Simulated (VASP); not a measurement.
Rb, 1 atom in the cell. The structure is cubic, space group Im-3m (No. 229). The conventional cell has a = 5.299 Å, b = 5.299 Å, c = 5.299 Å, α = 90.00°, β = 90.00°, γ = 90.00°.  This cell differs from its parent crystal: volume scaled by 0.96.

```yaml
Program: VASP 6.6.1
Task: single point
Functional: LDA
Potentials_or_basis: VASP PAW LDA potentials, release 64 (Rb_sv)
Cutoff: 520 eV
k_mesh: 14 × 14 × 14
Occupations: fermi-dirac, width 0.1 eV
Spin: no spin polarisation
Dipole_correction: no
Further_INCAR_settings: ALGO = Normal; EDIFF = 1e-06; NBANDS = 10
```

Potentials or basis: VASP PAW LDA potentials, release 64 (Rb_sv).

Launch:

```bash
$ cat potpaw_LDA.64/Rb_sv/POTCAR > POTCAR
$ mpirun -np 1 vasp_std > vasp.out
```

Hardware: 1 thread of AMD EPYC 7R43 64-Core Processor (Zen 3), on a shared host.

Question: How long does it take, and how much memory?

Answer: It took 69 s on 1 thread of AMD EPYC 7R43 64-Core Processor (Zen 3), on a shared host, peak memory 0.18 GiB. Counts: scf iterations 10, k points 104.
